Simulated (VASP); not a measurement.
Here is a VASP 6.6.1 calculation.

INCAR

```
SYSTEM = Al
ALGO     = Normal         ! electronic algorithm
EDIFF    = 1E-6           ! SCF threshold, eV
EDIFFG   = -0.01          ! ionic threshold
ENCUT    = 600            ! plane-wave cutoff, eV
GGA      = PS             ! functional
IBRION   = 2              ! ionic algorithm
ISIF     = 3              ! what is computed and relaxed
ISMEAR   = -1             ! smearing method
LASPH    = .TRUE.         ! aspherical terms in the spheres
LCHARG   = .FALSE.        ! write CHGCAR
LREAL    = .FALSE.        ! projectors in reciprocal space
LWAVE    = .FALSE.        ! write WAVECAR
NELM     = 100            ! most SCF steps
NSW      = 60             ! ionic steps
PREC     = Accurate       ! precision mode
SIGMA    = 0.05           ! smearing width, eV
```

File KPOINTS:

```
k-points
0
G
  11 11 11
  0 0 0
```

Contents of POSCAR:

```
Al
1.0
    0.0000000000      2.0248050000      2.0248050000
    2.0248050000      0.0000000000      2.0248050000
    2.0248050000      2.0248050000      0.0000000000
Al
1
Direct
    0.0000000000      0.0000000000      0.0000000000
```

Potentials or basis: VASP PAW PBE potentials, release 64 (Al).

The run is started by

```bash
$ cat potpaw_PBE.64/Al/POTCAR > POTCAR
$ mpirun -np 1 vasp_std > vasp.out
```

Task: What does it give for the space group after relaxing (to 0.05 Å)?

Result: Fm-3m (No. 225).

Task: Estimate the relaxed volume.

Result: 16.22 Å³/atom.

Task: Predict the relaxed cell.

Result: a = 2.841 Å, b = 2.841 Å, c = 2.841 Å, α = 60.00°, β = 60.00°, γ = 60.00°.

Step by step:
```
step  energy change (eV)  largest force (eV/Å)  pressure (GPa)  volume (Å³)
   1              0.0000                0.0000           -1.87        16.60
   2             -0.0022                0.0000            0.39        16.14
   3             -0.0023                0.0000            0.00        16.22
```

Caveat: the PAW data sets were made with another functional, which shifts forces and pressure a little.

The cell as given is a measured one (16.60 Å³/atom); PBEsol puts the equilibrium volume -2.3 % from it, thermal expansion not counted.
